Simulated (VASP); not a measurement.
## Ti: single point with PBE

Ti:

```
Ti
1.0
     2.64046    0.00000    0.00000
     0.00000    2.64046    0.00000
     0.00000    0.00000    2.64046
Ti
1
Direct
  0.00000 0.00000 0.00000
```

This isn't the form of Ti at room conditions, which is hcp.

| Property | Result |
| --- | --- |
| Program | VASP 6.6.1 |
| Task | single point |
| Functional | PBE |
| Potentials or basis | VASP PAW PBE potentials, release 64 (Ti_sv) |
| Cutoff | 520 eV |
| k mesh | 15 × 15 × 15 |
| Occupations | fermi-dirac, width 0.05 eV |
| Spin | no spin polarisation |

```yaml
Pressure: -0.1 GPa
Band_gap_on_the_k_mesh: zero (bands 6 and 7 overlap by 1.92 eV)
```

Levels at points of the mesh, in eV from the Fermi level:
```csv
k point,band 2,band 3,band 4,band 5,band 6,band 7,band 8,band 9,band 10,band 11
"(0.00, 0.00, 0.00)",-32.34,-32.34,-32.34,-5.69,-1.26,-1.26,3.92,3.92,3.92,15.69
```

Wall time 31 s on 1 thread of Intel Xeon 8259CL, with other jobs on the host, peak memory 0.14 GiB.
